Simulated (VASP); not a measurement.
# CdS (NiAs type) (P6_3/mmc) in VASP: relaxation of cell and atoms with PBE

Aim: the relaxation of cell and atoms of CdS (NiAs type) with PBE.

All numbers are computed with VASP 6.6.1; they aren't measurements. Logs are shortened: lines on timing, memory, paths and dates and some standing lists are left out, and cuts for length are marked.

### Step 1. The cell of the first run

Symmetry: P6_3/mmc, No. 194, hexagonal system. The conventional cell has a = 3.807 Å, b = 3.807 Å, c = 5.901 Å, α = 90.00°, β = 90.00°, γ = 120.00°. Cd (site symmetry -3m) has 6 S at 2.65 Å and 2 Cd at 2.95 Å within 3.5 Å. S (site symmetry -6m2) has 6 Cd at 2.65 Å within 3.5 Å.

### Step 2. Relaxation of cell and atoms, PBE, target pressure 11 GPa, at which the enthalpy is minimised

File INCAR:

```
  PREC = Accurate
  ENCUT = 600
  EDIFF = 1E-6
  ISMEAR = -1
  SIGMA = 0.05
  LREAL = False
  LASPH = True
  NELM = 100
  ALGO = Normal
  ISIF = 3
  LWAVE = False
  LCHARG = False
  GGA = PE
  IBRION = 2
  NSW = 60
  EDIFFG = -0.005
  PSTRESS = 110.0
```

File KPOINTS:

```
Automatic mesh
0
Gamma
  10 10 6
```

File POSCAR:

```
CdS
1.0
    3.8071285153      0.0000000000      0.0000000000
   -1.9035642576      3.2970700097      0.0000000000
    0.0000000000      0.0000000000      5.9010491986
Cd S
2 2
Direct
    0.0000000000      0.0000000000      0.0000000000
    0.0000000000      0.0000000000      0.5000000000
    0.3333333333      0.6666666667      0.2500000000
    0.6666666667      0.3333333333      0.7500000000
```

Potentials or basis: VASP PAW PBE potentials, release 64 (Cd, S).

The run is started by

```
cat potpaw_PBE.64/Cd/POTCAR potpaw_PBE.64/S/POTCAR > POTCAR
mpirun -np 1 vasp_std > vasp.out
```

OUTCAR:

```text
PREC = Accurate
   ENCUT = 600
   EDIFF = 1E-6
   ISMEAR = -1
   LREAL = False
   LASPH = True
   NELM = 100
   ISIF = 3
   GGA = PE
   IBRION = 2
   NSW = 60
   EDIFFG = -0.005
   PSTRESS = 110.0

 ion  position               nearest neighbor table
   1  0.000  0.000  0.000-   3 2.65   4 2.65   3 2.65   4 2.65   4 2.65   3 2.65   2 2.95   2 2.95

   2  0.000  0.000  0.500-   3 2.65   4 2.65   3 2.65   4 2.65   4 2.65   3 2.65   1 2.95   1 2.95

   3  0.333  0.667  0.250-   1 2.65   2 2.65   1 2.65   2 2.65   1 2.65   2 2.65
   4  0.667  0.333  0.750-   1 2.65   2 2.65   1 2.65   2 2.65   1 2.65   2 2.65

  LATTYP: Found a hexagonal cell.
 ALAT       =     3.8071285153
 C/A-ratio  =     1.5500000000

  Lattice vectors:

 A1 = (   3.8071285153,   0.0000000000,   0.0000000000)
 A2 = (  -1.9035642576,   3.2970700097,   0.0000000000)
 A3 = (   0.0000000000,   0.0000000000,   5.9010491986)

Analysis of symmetry for initial positions (statically):
=====================================================================
 Subroutine PRICEL returns:
 Original cell was already a primitive cell.

 Routine SETGRP: Setting up the symmetry group for a
 hexagonal supercell.

 Subroutine GETGRP returns: Found 24 space group operations
 (whereof 12 operations were pure point group operations)
 out of a pool of 24 trial point group operations.

The static configuration has the point symmetry D_3d.
 The point group associated with its full space group is D_6h.

Analysis of symmetry for dynamics (positions and initial velocities):
=====================================================================
 Subroutine PRICEL returns:
 Original cell was already a primitive cell.

 Routine SETGRP: Setting up the symmetry group for a
 hexagonal supercell.

 Subroutine GETGRP returns: Found 24 space group operations
 (whereof 12 operations were pure point group operations)
 out of a pool of 24 trial point group operations.

The dynamic configuration has the point symmetry D_3d.
 The point group associated with its full space group is D_6h.

 Subroutine INISYM returns: Found 24 space group operations
 (whereof 12 operations are pure point group operations),
 and found     1 'primitive' translations

----------------------------------------------------------------------------------------

                                     Primitive cell

  volume of cell :      74.0721

  direct lattice vectors                    reciprocal lattice vectors
     3.807128515  0.000000000  0.000000000     0.262665155  0.151649798  0.000000000
    -1.903564258  3.297070010  0.000000000     0.000000000  0.303299595  0.000000000
     0.000000000  0.000000000  5.901049199     0.000000000  0.000000000  0.169461390

  length of vectors
     3.807128515  3.807128515  5.901049199     0.303299595  0.303299595  0.169461390

  position of ions in fractional coordinates (direct lattice)
     0.000000000  0.000000000  0.000000000
     0.000000000  0.000000000  0.500000000
     0.333333333  0.666666667  0.250000000
     0.666666667  0.333333333  0.750000000

  ion indices of the primitive-cell ions
   primitive index   ion index
                 1           1
                 2           2
                 3           3
                 4           4

----------------------------------------------------------------------------------------

 KPOINTS: Automatic mesh

Automatic generation of k-mesh.
 Grid dimensions read from file:
 generate k-points for:   10   10    6

 Generating k-lattice:

  Cartesian coordinates                     Fractional coordinates (reciprocal lattice)
     0.026266515  0.015164980  0.000000000     0.100000000  0.000000000  0.000000000
     0.000000000  0.030329960  0.000000000     0.000000000  0.100000000  0.000000000
     0.000000000  0.000000000  0.028243565     0.000000000  0.000000000  0.166666667

  Length of vectors
     0.030329960  0.030329960  0.028243565

  Shift w.r.t. Gamma in fractional coordinates (k-lattice)
     0.000000000  0.000000000  0.000000000

 Subroutine IBZKPT returns following result:
 ===========================================

 Found     56 irreducible k-points:

 Following reciprocal coordinates:
            Coordinates               Weight
  0.000000  0.000000  0.000000      1.000000
  0.100000  0.000000  0.000000      6.000000
  0.200000  0.000000  0.000000      6.000000
  0.300000  0.000000  0.000000      6.000000
  0.400000  0.000000  0.000000      6.000000
  0.500000  0.000000  0.000000      3.000000
[... 16 lines left out ...]
  0.300000  0.100000  0.166667     24.000000
  0.400000  0.100000  0.166667     24.000000
 [... further k-points ...]
   k-points           NKPTS =     56   k-points in BZ     NKDIM =     56   number of bands    NBANDS=     22
   number of dos      NEDOS =    301   number of ions     NIONS =      4
   total plane-waves  NPLWV =  43200
   dimension x,y,z NGX =    30 NGY =   30 NGZ =   48
   dimension x,y,z NGXF=    60 NGYF=   60 NGZF=   96
   ions per type =               2   2
   NGX,Y,Z   is equivalent  to a cutoff of  13.10, 13.10, 13.52 a.u.
   NGXF,Y,Z  is equivalent  to a cutoff of  26.20, 26.20, 27.05 a.u.
 SYSTEM =  unknown system
   PREC   = accura    normal or accurate (medium, high low for compatibility)
   ISTART =      0    job   : 0-new  1-cont  2-samecut
   ICHARG =      2    charge: 1-file 2-atom 10-const
   ISPIN  =      1    spin polarized calculation?
   LNONCOLLINEAR =      F non collinear calculations
   LSORBIT =      F    spin-orbit coupling
   LASPH  =      T    aspherical Exc in radial PAW
   ENCUT  =  600.0 eV  44.10 Ry    6.64 a.u.   7.60  7.60 11.79*2*pi/ulx,y,z
   NELM   =    100;   NELMIN=  2; NELMDL= -5     # of ELM steps
   EDIFF  = 0.1E-05   stopping-criterion for ELM
   LREAL  =      F    real-space projection
   EDIFFG = -.5E-02   stopping-criterion for IOM
   NSW    =     60    number of steps for IOM
   IBRION =      2    ionic relax: 0-MD 1-quasi-New 2-CG
   NFREE  =      1    steps in history (QN), initial steepest desc. (CG)
   ISIF   =      3    stress and relaxation
   ISYM   =      2    0-nonsym 1-usesym 2-fastsym
   POTIM  = 0.5000    time-step for ionic-motion
   TEBEG  =    0.0;   TEEND  =   0.0 temperature during run
   PSTRESS=  110.0 pullay stress
   NELECT =      36.0000    total number of electrons
   NUPDOWN=      -1.0000    fix difference up-down
   EMIN   =  10.00;   EMAX   =-10.00  energy-range for DOS
   EFERMI =   0.00;   METHOD = LEGACY
   ISMEAR =    -1;   SIGMA  =   0.05  broadening in eV -4-tet -1-fermi 0-gaus
   EFERMI_NEDOS =   21; number of points for ismear=-14 and -15
   IALGO  =     38    algorithm
   IMIX   =      4    mixing-type and parameters
     AMIX     =   0.40;   BMIX     =  1.00
     AMIX_MAG =   1.60;   BMIX_MAG =  1.00
  volume/ion in A,a.u.               =      18.52       124.97
  Fermi-wavevector in a.u.,A,eV,Ry     =   1.287135  2.432332 22.540988  1.656716
  Thomas-Fermi vector in A             =   2.419167
   LORBIT       =      0    0 simple, 1 ext, 2 COOP (PROOUT), +10 PAW based schemes
   GGA     = PE    functional components
   LHFCALC =     F    Hartree Fock is set to
   AEXX    =    0.0000 exact exchange contribution
   IVDW    =     0    specifies the selected vdW correction
   LEPSILON=     F    determine dielectric tensor
   LRPA    =     F    only Hartree local field effects (RPA)
 conjugate gradient relaxation of ions
 non-spin polarized calculation
  energy-cutoff  :      600.00
  volume of cell :       74.07
 maximum number of plane-waves:      2496
   NGX = 15   NGY = 15   NGZ = 23

--------------------------------------- Ionic step        1  -------------------------------------------

 number of electron      36.0000011 magnetization

 Free energy of the ion-electron system (eV)
  ---------------------------------------------------
  ext. energy  EPLUGINS =         0.00000000
  ---------------------------------------------------
  free energy    TOTEN  =       -11.09672098 eV

  energy without entropy =      -11.09672074  energy(sigma->0) =      -11.09672086

------------------------ aborting loop because EDIFF is reached ----------------------------------------

  FORCE on cell =-STRESS in cart. coord.  units (eV):
  Direction    XX          YY          ZZ          XY          YZ          ZX
  --------------------------------------------------------------------------------------
  -------------------------------------------------------------------------------------
  Total        5.2211496      5.2211496      8.7111430      0.0000000      0.0000000      0.0000000
  in kB      112.9332362    112.9332362    188.4216422      0.0000000      0.0000000      0.0000000
  external PRESSURE =      28.0960382 kB  Pullay stress =     110.0000000 kB
[... 265 lines left out ...]
  enthalpy is  TOTEN    =        -6.1273621306 eV   P V=        5.1733409029

--------------------------------------- Ionic step        8  -------------------------------------------

 number of electron      36.0000001 magnetization

 Free energy of the ion-electron system (eV)
  ---------------------------------------------------
  ext. energy  EPLUGINS =         0.00000000
  ---------------------------------------------------
  free energy    TOTEN  =       -11.29737316 eV

  energy without entropy =      -11.29737198  energy(sigma->0) =      -11.29737257

 E-fermi :   4.4073     XC(G=0): -10.7976

 val. band max:        3.8618215311   @ k =   0.0000   0.0000   0.0000
 cond. band min:       4.8925702477   @ k =   0.0000   0.0000   0.0000
 fundamental gap:      1.0307487167
 Fermi energy:         4.4073287008

 k-point     1 :       0.0000    0.0000    0.0000
  band No.  band energies     occupation
      1      -9.6703      2.00000
      2      -8.3867      2.00000
      3      -4.5552      2.00000
      4      -4.5189      2.00000
      5      -4.5189      2.00000
      6      -4.2753      2.00000
[... 574 lines left out ...]
      6      -4.3446      2.00000
[... 14 lines left out ...]
     21       8.5123      0.00000
     22       9.9920      0.00000

 [... further k-points ...]

------------------------ aborting loop because EDIFF is reached ----------------------------------------

  FORCE on cell =-STRESS in cart. coord.  units (eV):
  Direction    XX          YY          ZZ          XY          YZ          ZX
  --------------------------------------------------------------------------------------
  -------------------------------------------------------------------------------------
  Total        5.1507959      5.1507959      5.1518570      0.0000000      0.0000000     -0.0000000
  in kB      109.5914044    109.5914044    109.6139817      0.0000000      0.0000000     -0.0000000
  external PRESSURE =      -0.4010698 kB  Pullay stress =     110.0000000 kB
[... 19 lines left out ...]
  FREE ENERGIE OF THE ION-ELECTRON SYSTEM (eV)
  ---------------------------------------------------
  free  energy   TOTEN  =       -11.2973731569 eV

  energy  without entropy=      -11.2973719792  energy(sigma->0) =      -11.29737257

  enthalpy is  TOTEN    =        -6.1273732852 eV   P V=        5.1699998717

 reached required accuracy - stopping structural energy minimisation
```

Wall time 6.5 min (1 thread of Intel Xeon Platinum 8259CL at 2.50GHz (Skylake/Cascade Lake), shared host); peak memory 0.27 GiB.

What came out:

```yaml
Free_energy: -11.2974 eV
Relaxed_volume: 18.83 Å³/atom
Relaxed_cell: a = 3.715 Å, b = 3.715 Å, c = 6.300 Å, α = 90.00°, β = 90.00°, γ = 120.00°
Space_group_after_relaxing_to_0.1_Å: P6_3/mmc (No. 194)
Energy_change_on_relaxing_the_run_minimises_the_enthalpy: -50.2 meV/atom
Ionic_steps: 8
Pressure_after_relaxing: 11.0 GPa
Band_gap_on_the_k_mesh: 1.03 eV
```

Step by step:
| step | energy change (eV) | largest force (eV/Å) | pressure (GPa) | volume (Å³) |
| --- | --- | --- | --- | --- |
| 1 | 0.0000 | 0.0000 | 13.81 | 74.07 |
| 2 | -0.3065 | 0.0000 | 8.02 | 77.56 |
| 3 | -0.2786 | 0.0000 | 8.66 | 77.14 |
| 4 | -0.2254 | 0.0000 | 10.50 | 75.70 |
| 5 | -0.2018 | 0.0000 | 11.01 | 75.32 |
| 6 | -0.1993 | 0.0000 | 11.05 | 75.28 |
| 7 | -0.2040 | 0.0000 | 10.93 | 75.35 |
| 8 | -0.2007 | 0.0000 | 10.96 | 75.30 |

Final structure:
```cif
data_structure
_symmetry_space_group_name_H-M 'P 1'
_symmetry_Int_Tables_number 1
_cell_length_a 3.7152
_cell_length_b 3.7152
_cell_length_c 6.2995
_cell_angle_alpha 90.000
_cell_angle_beta 90.000
_cell_angle_gamma 120.000
_cell_volume 75.30
loop_
_atom_site_label
_atom_site_type_symbol
_atom_site_fract_x
_atom_site_fract_y
_atom_site_fract_z
_atom_site_occupancy
Cd1 Cd 0.00000 0.00000 0.00000 1
Cd2 Cd 0.00000 0.00000 0.50000 1
S1 S 0.33333 0.66667 0.25000 1
S2 S 0.66667 0.33333 0.75000 1
```

Caveat: the cell is relaxed towards a set pressure, so the run minimises the enthalpy, not the energy. A k mesh can miss the band edges.
